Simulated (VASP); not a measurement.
# Ta2C (P-3m1) in VASP: a series of runs

The runs below take Ta2C through single point, with PBEsol.

Program: VASP 6.6.1. These are calculated values, not measurements. Logs are shortened: lines on timing, memory, paths and dates and some standing lists are left out, and cuts for length are marked.

## (1) The cell of the first run

It takes space group P-3m1 (No. 164, trigonal). The conventional cell has a = 3.126 Å, b = 3.126 Å, c = 4.969 Å, α = 90.00°, β = 90.00°, γ = 120.00°. Within 2.9 Å of Ta (site symmetry 3m) lie 3 C at 2.19 Å. C (site symmetry -3m) has 6 Ta at 2.19 Å within 2.9 Å.

## (2) Single point, PBEsol (14.02 Å³/atom)

File INCAR:

```
SYSTEM = Ta2C
PREC = Accurate
ENCUT = 520
EDIFF = 1E-6
ISMEAR = 0
SIGMA = 0.1
LREAL = .FALSE.
LASPH = .TRUE.
NELM = 60
ALGO = Normal
ISIF = 2
LWAVE = .FALSE.
LCHARG = .TRUE.
GGA = PS
LELF = .TRUE.
LVHAR = .TRUE.
NBANDS = 20
```

File KPOINTS:

```
regular mesh
0
G
  18 18 8
  0 0 0
```

File POSCAR:

```
Ta2C
1.0
    3.1260789423      0.0000000000      0.0000000000
   -1.5630394711      2.7072637782      0.0000000000
    0.0000000000      0.0000000000      4.9693946203
Ta C
2 1
Direct
    0.3333333333      0.6666666667      0.2511110347
    0.6666666667      0.3333333333      0.7488889653
    0.0000000000      0.0000000000      0.0000000000
```

Potentials or basis: VASP PAW PBE potentials, release 64 (Ta_pv, C).

On the command line:

```console
cat potpaw_PBE.64/Ta_pv/POTCAR potpaw_PBE.64/C/POTCAR > POTCAR
mpirun -np 1 vasp_std > vasp.out
```

OUTCAR:

```text
SYSTEM = Ta2C
   PREC = Accurate
   ENCUT = 520
   EDIFF = 1E-6
   ISMEAR = 0
   LREAL = .FALSE.
   LASPH = .TRUE.
   NELM = 60
   ISIF = 2
   GGA = PS

 ion  position               nearest neighbor table
   1  0.333  0.667  0.251-   3 2.19   3 2.19   3 2.19   2 3.06   2 3.06   2 3.06   2 3.08   2 3.08
                             2 3.08
   2  0.667  0.333  0.749-   3 2.19   3 2.19   3 2.19   1 3.06   1 3.06   1 3.06   1 3.08   1 3.08
                             1 3.08
   3  0.000  0.000  0.000-   1 2.19   2 2.19   1 2.19   2 2.19   2 2.19   1 2.19

  LATTYP: Found a hexagonal cell.
 ALAT       =     3.1260789423
 C/A-ratio  =     1.5896574309

  Lattice vectors:

 A1 = (   3.1260789423,   0.0000000000,   0.0000000000)
 A2 = (  -1.5630394711,   2.7072637782,   0.0000000000)
 A3 = (   0.0000000000,   0.0000000000,   4.9693946203)

Analysis of symmetry for initial positions (statically):
=====================================================================
 Subroutine PRICEL returns:
 Original cell was already a primitive cell.

 Routine SETGRP: Setting up the symmetry group for a
 hexagonal supercell.

 Subroutine GETGRP returns: Found 12 space group operations
 (whereof 12 operations were pure point group operations)
 out of a pool of 24 trial point group operations.

The static configuration has the point symmetry D_3d.

Analysis of symmetry for dynamics (positions and initial velocities):
=====================================================================
 Subroutine PRICEL returns:
 Original cell was already a primitive cell.

 Routine SETGRP: Setting up the symmetry group for a
 hexagonal supercell.

 Subroutine GETGRP returns: Found 12 space group operations
 (whereof 12 operations were pure point group operations)
 out of a pool of 24 trial point group operations.

The dynamic configuration has the point symmetry D_3d.

 Subroutine INISYM returns: Found 12 space group operations
 (whereof 12 operations are pure point group operations),
 and found     1 'primitive' translations

----------------------------------------------------------------------------------------

                                     Primitive cell

  volume of cell :      42.0566

  direct lattice vectors                    reciprocal lattice vectors
     3.126078942  0.000000000  0.000000000     0.319889554  0.184688320  0.000000000
    -1.563039471  2.707263778  0.000000000     0.000000000  0.369376641  0.000000000
     0.000000000  0.000000000  4.969394620     0.000000000  0.000000000  0.201231755

  length of vectors
     3.126078942  3.126078942  4.969394620     0.369376641  0.369376641  0.201231755

  position of ions in fractional coordinates (direct lattice)
     0.333333333  0.666666667  0.251111035
     0.666666667  0.333333333  0.748888965
     0.000000000  0.000000000  0.000000000

  ion indices of the primitive-cell ions
   primitive index   ion index
                 1           1
                 2           2
                 3           3

----------------------------------------------------------------------------------------

 KPOINTS: regular mesh

Automatic generation of k-mesh.
 Grid dimensions read from file:
 generate k-points for:   18   18    8

 Generating k-lattice:

  Cartesian coordinates                     Fractional coordinates (reciprocal lattice)
     0.017771642  0.010260462  0.000000000     0.055555556  0.000000000  0.000000000
     0.000000000  0.020520924  0.000000000     0.000000000  0.055555556  0.000000000
     0.000000000  0.000000000  0.025153969     0.000000000  0.000000000  0.125000000

  Length of vectors
     0.020520924  0.020520924  0.025153969

  Shift w.r.t. Gamma in fractional coordinates (k-lattice)
     0.000000000  0.000000000  0.000000000

 Subroutine IBZKPT returns following result:
 ===========================================

 Found    266 irreducible k-points:

 Following reciprocal coordinates:
            Coordinates               Weight
  0.000000  0.000000  0.000000      1.000000
  0.055556  0.000000  0.000000      6.000000
  0.111111  0.000000  0.000000      6.000000
  0.166667  0.000000  0.000000      6.000000
  0.222222  0.000000  0.000000      6.000000
  0.277778  0.000000  0.000000      6.000000
[... 16 lines left out ...]
  0.333333  0.111111  0.000000     12.000000
  0.388889  0.111111  0.000000     12.000000
 [... further k-points ...]
   k-points           NKPTS =    266   k-points in BZ     NKDIM =    266   number of bands    NBANDS=     20
   number of dos      NEDOS =    301   number of ions     NIONS =      3
   total plane-waves  NPLWV =  23040
   dimension x,y,z NGX =    24 NGY =   24 NGZ =   40
   dimension x,y,z NGXF=    48 NGYF=   48 NGZF=   80
   ions per type =               2   1
   NGX,Y,Z   is equivalent  to a cutoff of  12.76, 12.76, 13.38 a.u.
   NGXF,Y,Z  is equivalent  to a cutoff of  25.53, 25.53, 26.76 a.u.
 SYSTEM =  Ta2C
   PREC   = accura    normal or accurate (medium, high low for compatibility)
   ISTART =      0    job   : 0-new  1-cont  2-samecut
   ICHARG =      2    charge: 1-file 2-atom 10-const
   ISPIN  =      1    spin polarized calculation?
   LNONCOLLINEAR =      F non collinear calculations
   LSORBIT =      F    spin-orbit coupling
   LASPH  =      T    aspherical Exc in radial PAW
   ENCUT  =  520.0 eV  38.22 Ry    6.18 a.u.   5.81  5.81  9.24*2*pi/ulx,y,z
   NELM   =     60;   NELMIN=  2; NELMDL= -5     # of ELM steps
   EDIFF  = 0.1E-05   stopping-criterion for ELM
   LREAL  =      F    real-space projection
   EDIFFG = 0.1E-04   stopping-criterion for IOM
   NSW    =      0    number of steps for IOM
   IBRION =     -1    ionic relax: 0-MD 1-quasi-New 2-CG
   NFREE  =      0    steps in history (QN), initial steepest desc. (CG)
   ISIF   =      2    stress and relaxation
   ISYM   =      2    0-nonsym 1-usesym 2-fastsym
   POTIM  = 0.5000    time-step for ionic-motion
   TEBEG  =    0.0;   TEEND  =   0.0 temperature during run
   PSTRESS=    0.0 pullay stress
   NELECT =      26.0000    total number of electrons
   NUPDOWN=      -1.0000    fix difference up-down
   EMIN   =  10.00;   EMAX   =-10.00  energy-range for DOS
   EFERMI =   0.00;   METHOD = LEGACY
   ISMEAR =     0;   SIGMA  =   0.10  broadening in eV -4-tet -1-fermi 0-gaus
   EFERMI_NEDOS =   21; number of points for ismear=-14 and -15
   IALGO  =     38    algorithm
   IMIX   =      4    mixing-type and parameters
     AMIX     =   0.40;   BMIX     =  1.00
     AMIX_MAG =   1.60;   BMIX_MAG =  1.00
  volume/ion in A,a.u.               =      14.02        94.60
  Fermi-wavevector in a.u.,A,eV,Ry     =   1.394616  2.635442 26.462699  1.944954
  Thomas-Fermi vector in A             =   2.518148
   LORBIT       =      0    0 simple, 1 ext, 2 COOP (PROOUT), +10 PAW based schemes
   GGA     = PS    functional components
   LHFCALC =     F    Hartree Fock is set to
   AEXX    =    0.0000 exact exchange contribution
   IVDW    =     0    specifies the selected vdW correction
   LEPSILON=     F    determine dielectric tensor
   LRPA    =     F    only Hartree local field effects (RPA)
 non-spin polarized calculation
 Gauss-broadening in eV      SIGMA  =   0.10
  energy-cutoff  :      520.00
  volume of cell :       42.06
 maximum number of plane-waves:      1152
   NGX = 11   NGY = 11   NGZ = 19

 number of electron      25.9999998 magnetization

 Free energy of the ion-electron system (eV)
  ---------------------------------------------------
  ext. energy  EPLUGINS =         0.00000000
  ---------------------------------------------------
  free energy    TOTEN  =       -36.67871793 eV

  energy without entropy =      -36.67504071  energy(sigma->0) =      -36.67687932

 E-fermi :   6.2423     XC(G=0): -12.7875

 val. band max:        6.2389255398   @ k =   0.0000   0.0000   0.0000
 cond. band min:       6.2563003274   @ k =   0.1111   0.0000   0.5000
 fundamental gap:      0.0173747876
 Fermi energy:         6.2423089073

 k-point     1 :       0.0000    0.0000    0.0000
  band No.  band energies     occupation
      1     -28.5696      2.00000
      2     -27.9360      2.00000
      3     -27.9360      2.00000
      4     -27.8300      2.00000
      5     -27.8300      2.00000
      6     -27.7438      2.00000
[... 12 lines left out ...]
     19       9.1530      0.00000
     20      13.5742      0.00000

 k-point     2 :       0.0556    0.0000    0.0000
  band No.  band energies     occupation
      1     -28.5617      2.00000
      2     -27.9534      2.00000
      3     -27.9423      2.00000
      4     -27.8470      2.00000
      5     -27.8316      2.00000
      6     -27.7469      2.00000
[... 12 lines left out ...]
     19       9.5069      0.00000
     20      13.6687      0.00000

 k-point     3 :       0.1111    0.0000    0.0000
  band No.  band energies     occupation
      1     -28.5387      2.00000
      2     -28.0031      2.00000
      3     -27.9595      2.00000
      4     -27.8955      2.00000
      5     -27.8367      2.00000
      6     -27.7562      2.00000
[... 12 lines left out ...]
     19      10.2659      0.00000
     20      13.7154      0.00000

 k-point     4 :       0.1667    0.0000    0.0000
  band No.  band energies     occupation
      1     -28.5020      2.00000
      2     -28.0792      2.00000
      3     -27.9849      2.00000
      4     -27.9681      2.00000
      5     -27.8456      2.00000
      6     -27.7719      2.00000
[... 12 lines left out ...]
     19      11.1131      0.00000
     20      13.5174      0.00000

 k-point     5 :       0.2222    0.0000    0.0000
  band No.  band energies     occupation
      1     -28.4544      2.00000
      2     -28.1719      2.00000
      3     -28.0546      2.00000
      4     -28.0148      2.00000
      5     -27.8576      2.00000
      6     -27.7943      2.00000
[... 12 lines left out ...]
     19      11.9195      0.00000
     20      13.2390      0.00000

 k-point     6 :       0.2778    0.0000    0.0000
  band No.  band energies     occupation
      1     -28.4006      2.00000
      2     -28.2684      2.00000
      3     -28.1438      2.00000
      4     -28.0453      2.00000
      5     -27.8714      2.00000
      6     -27.8231      2.00000
[... 12 lines left out ...]
     19      12.5587      0.00000
     20      13.0636      0.00000

 k-point     7 :       0.3333    0.0000    0.0000
  band No.  band energies     occupation
      1     -28.3783      2.00000
      2     -28.3248      2.00000
      3     -28.2236      2.00000
      4     -28.0732      2.00000
      5     -27.8850      2.00000
      6     -27.8573      2.00000
[... 12 lines left out ...]
     19      12.6131      0.00000
     20      13.1524      0.00000
[... 277 lines left out ...]
 k-point    20 :       0.1667    0.1111    0.0000
  band No.  band energies     occupation
      1     -28.4349      2.00000
      2     -28.1754      2.00000
      3     -28.1324      2.00000
      4     -27.9904      2.00000
      5     -27.8872      2.00000
      6     -27.8038      2.00000
[... 12 lines left out ...]
     19      11.9307      0.00000
     20      13.2647      0.00000

 k-point    21 :       0.2222    0.1111    0.0000
  band No.  band energies     occupation
      1     -28.3834      2.00000
      2     -28.2641      2.00000
      3     -28.1931      2.00000
      4     -28.0361      2.00000
      5     -27.9070      2.00000
      6     -27.8327      2.00000
[... 12 lines left out ...]
     19      12.3587      0.00000
     20      13.1272      0.00000

 k-point    22 :       0.2778    0.1111    0.0000
  band No.  band energies     occupation
      1     -28.3688      2.00000
      2     -28.3098      2.00000
      3     -28.2439      2.00000
      4     -28.0806      2.00000
      5     -27.9248      2.00000
      6     -27.8672      2.00000
[... 12 lines left out ...]
     19      12.4812      0.00000
     20      12.8051      0.00000

 k-point    23 :       0.3333    0.1111    0.0000
  band No.  band energies     occupation
      1     -28.4296      2.00000
      2     -28.3023      2.00000
      3     -28.2468      2.00000
      4     -28.1167      2.00000
      5     -27.9391      2.00000
      6     -27.9044      2.00000
[... 12 lines left out ...]
     19      12.2290      0.00000
     20      12.4472      0.00000

 k-point    24 :       0.3889    0.1111    0.0000
  band No.  band energies     occupation
      1     -28.4734      2.00000
      2     -28.3261      2.00000
      3     -28.2067      2.00000
      4     -28.1400      2.00000
      5     -27.9486      2.00000
      6     -27.9373      2.00000
[... 12 lines left out ...]
     19      11.7793      0.00000
     20      12.2018      0.00000

 [... further k-points ...]

------------------------ aborting loop because EDIFF is reached ----------------------------------------

  FORCE on cell =-STRESS in cart. coord.  units (eV):
  Direction    XX          YY          ZZ          XY          YZ          ZX
  --------------------------------------------------------------------------------------
  -------------------------------------------------------------------------------------
  Total       -1.8595131     -1.8595131     -1.8696745     -0.0000000     -0.0000000     -0.0000000
  in kB      -70.8395565    -70.8395565    -71.2266617     -0.0000000     -0.0000000     -0.0000000
  external PRESSURE =     -70.9685916 kB  Pullay stress =       0.0000000 kB

 VOLUME and BASIS-vectors are now :
 -----------------------------------------------------------------------------
  energy-cutoff  :      520.00
  volume of cell :       42.06
      direct lattice vectors                 reciprocal lattice vectors
     3.126078942  0.000000000  0.000000000     0.319889554  0.184688320  0.000000000
    -1.563039471  2.707263778  0.000000000     0.000000000  0.369376641  0.000000000
     0.000000000  0.000000000  4.969394620     0.000000000  0.000000000  0.201231755

 POSITION                                       TOTAL-FORCE (eV/Angst)
 -----------------------------------------------------------------------------------
     -0.00000      1.80484      1.24787         0.000000     -0.000000      0.041570
      1.56304      0.90242      3.72152        -0.000000      0.000000     -0.041570
      0.00000      0.00000      0.00000         0.000000      0.000000      0.000000
 -----------------------------------------------------------------------------------
    total drift:                                0.000000      0.000000      0.000000

  FREE ENERGIE OF THE ION-ELECTRON SYSTEM (eV)
  ---------------------------------------------------
  free  energy   TOTEN  =       -36.6787179293 eV

  energy  without entropy=      -36.6750407081  energy(sigma->0) =      -36.67687932
```

Run time: 6.9 min. Hardware: 1 thread of Intel Xeon 8259CL, shared host; peak memory 0.29 GiB.

What came out:

```yaml
Free_energy: -36.6787 eV
Pressure: -7.1 GPa
Largest_force: 0.042 eV/Å
Band_gap_on_the_k_mesh: zero (bands 13 and 14 overlap by 0.77 eV)
```

Forces on the atoms (eV/Å):
```
Ta   0.000  0.000  0.042
Ta   0.000  0.000 -0.042
C    0.000  0.000  0.000
```

Levels at points of the mesh, in eV from the Fermi level:
| k point | band 11 | band 12 | band 13 | band 14 | band 15 | band 16 |
| --- | --- | --- | --- | --- | --- | --- |
| (0.00, 0.00, 0.00) | -3.02 | 0.00 | 0.49 | 0.49 | 1.09 | 1.09 |
| (0.50, 0.00, 0.00) | -3.62 | -1.77 | -0.29 | 3.29 | 3.35 | 4.50 |
| (0.00, 0.00, 0.50) | -1.70 | -1.59 | -0.28 | -0.28 | 2.84 | 2.84 |
| (0.50, 0.00, 0.50) | -2.50 | -1.17 | -1.00 | 1.56 | 1.60 | 4.15 |

Caveat: the cell stands under tension; the PAW data sets were made with another functional, which shifts forces and pressure a little; spin-orbit coupling is left out, which moves the levels of the heavy elements.

[end of part 1 of 2]
